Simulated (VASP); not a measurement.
Set up this calculation in VASP 6.6.1, as the native input.

| Item | Value |
| --- | --- |
| Task | single point |
| Functional | PBE |
| Dispersion | D3(BJ) |
| Potentials or basis | VASP PAW PBE potentials, release 64 (In_d, As, H) |
| Cutoff | 520 eV |
| k mesh | 2 × 3 × 1 |
| Occupations | gaussian, width 0.1 eV |
| Spin | no spin polarisation |
| Dipole correction | yes |
| Further INCAR settings | LREAL = Auto; ALGO = Normal; EDIFF = 1e-06; NBANDS = 70 |

The structure of In3As3H2 lies in POSCAR:

```
In3As3H2
1.0
    8.6438581907      0.0000000000      0.0000000000
    0.0000000000      6.1121307423      0.0000000000
    0.0000000000      0.0000000000     26.7961981120
In As H
6 6 4
Direct
    0.2500000000      0.5000000000      0.3518733880
    0.7500000000      0.5000000000      0.3518733880
    0.4989899989     -0.0194300746      0.4310865839
    0.0014889109      0.0048269893      0.4354600903
    0.7607003844      0.4342572511      0.5014009506
    0.2448305511      0.4391706259      0.5027404518
    0.5000000000      0.2500000000      0.3518733880
    0.0000000000      0.2500000000      0.3518733880
    0.7542434099      0.7400969240      0.4332825200
    0.2463997805      0.7370354643      0.4327569554
    0.0027783162      0.1988714928      0.5258521385
    0.5022880692      0.2116837463      0.5155171079
    0.2524288400      0.6640032438      0.2983573794
    0.7484761817      0.6681413419      0.2990872473
    0.5013671503      0.1102951336      0.3050251042
    0.0000515519      0.0943384478      0.3076987202
```

These files were run (other wordings do the same):

INCAR

```
ALGO     = Normal         # electronic algorithm
DIPOL    = 0.5 0.5 0.400
EDIFF    = 1E-6           # SCF threshold, eV
ENCUT    = 520            # plane-wave cutoff, eV
GGA      = PE             # functional
IDIPOL   = 3            
ISIF     = 2              # what is computed and relaxed
ISMEAR   = 0              # smearing method
IVDW     = 12             # dispersion correction
LASPH    = True           # aspherical terms in the spheres
LCHARG   = False          # write CHGCAR
LDIPOL   = True         
LREAL    = Auto         
LWAVE    = False          # write WAVECAR
NBANDS   = 70             # bands
NELM     = 60             # most SCF steps
PREC     = Accurate       # precision mode
SIGMA    = 0.1            # smearing width, eV
```

KPOINTS

```
k-points
0
Gamma
  2 3 1
```

Potentials or basis: VASP PAW PBE potentials, release 64 (In_d, As, H).

Launch:

```bash
$ cat potpaw_PBE.64/In_d/POTCAR potpaw_PBE.64/As/POTCAR potpaw_PBE.64/H/POTCAR > POTCAR
$ mpirun -np 1 vasp_std > vasp.out
```

It gave:

* Largest force: 0.734 eV/Å
* Band gap on the k mesh: 1.00 eV, direct
* Dispersion energy per atom: -0.160 eV

Caveat: spin-orbit coupling is left out, which moves the levels of the heavy elements.

It took 16 min on 1 thread of Intel(R) Xeon(R) Platinum 8375C CPU @ 2.90GHz (Ice Lake), with other jobs on the host, peak memory 1.2 GiB.
